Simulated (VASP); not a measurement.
Write the native input for VASP 6.6.1 that does the following.

* Task: single point
* Functional: PBEsol
* Potentials or basis: VASP PAW PBE potentials, release 64 (Be)
* Cutoff: 520 eV
* k mesh: 23 × 23 × 23
* Occupations: fermi-dirac, width 0.05 eV
* Spin: no spin polarisation
* Dipole correction: no
* Further INCAR settings: ALGO = Normal; EDIFF = 1e-06; NBANDS = 7

The structure of Be lies in POSCAR:

```
Be
1.0
    0.0000000000      1.4296780417      1.4296780417
    1.4296780417      0.0000000000      1.4296780417
    1.4296780417      1.4296780417      0.0000000000
Be
1
Direct
    0.0000000000      0.0000000000      0.0000000000
```

This cell differs from its parent crystal: volume scaled by 0.75.

One way to write it, as run:

INCAR

```
SYSTEM = Be
ALGO     = Normal         ! electronic algorithm
EDIFF    = 1E-6           ! SCF threshold, eV
ENCUT    = 520            ! plane-wave cutoff, eV
GGA      = PS             ! functional
ISIF     = 2              ! what is computed and relaxed
ISMEAR   = -1             ! smearing method
LASPH    = .TRUE.         ! aspherical terms in the spheres
LCHARG   = .TRUE.         ! write CHGCAR
LELF     = .TRUE.         ! ELF
LREAL    = .FALSE.        ! projectors in reciprocal space
LVHAR    = .TRUE.       
LWAVE    = .FALSE.        ! write WAVECAR
NBANDS   = 7              ! bands
NELM     = 60             ! most SCF steps
PREC     = Accurate       ! precision mode
SIGMA    = 0.05           ! smearing width, eV
```

KPOINTS

```
k-points
0
G
  23 23 23
  0 0 0
```

Potentials or basis: VASP PAW PBE potentials, release 64 (Be).

Command:

```sh
$ cat potpaw_PBE.64/Be/POTCAR > POTCAR
$ mpirun -np 1 vasp_std > vasp.out
```

It gave:

| Item | Value |
| --- | --- |
| Pressure | 58.1 GPa |
| Band gap on the k mesh | zero (band 1 reaches 11.09 eV, above the bottom of band 2 at 10.29 eV) |

Caveat: the PAW data sets were made with another functional, which shifts forces and pressure a little.

Run time: 9.3 s on 1 thread of AMD EPYC 7R13 Processor (Zen 3) (shared host), peak memory 0.09 GiB.
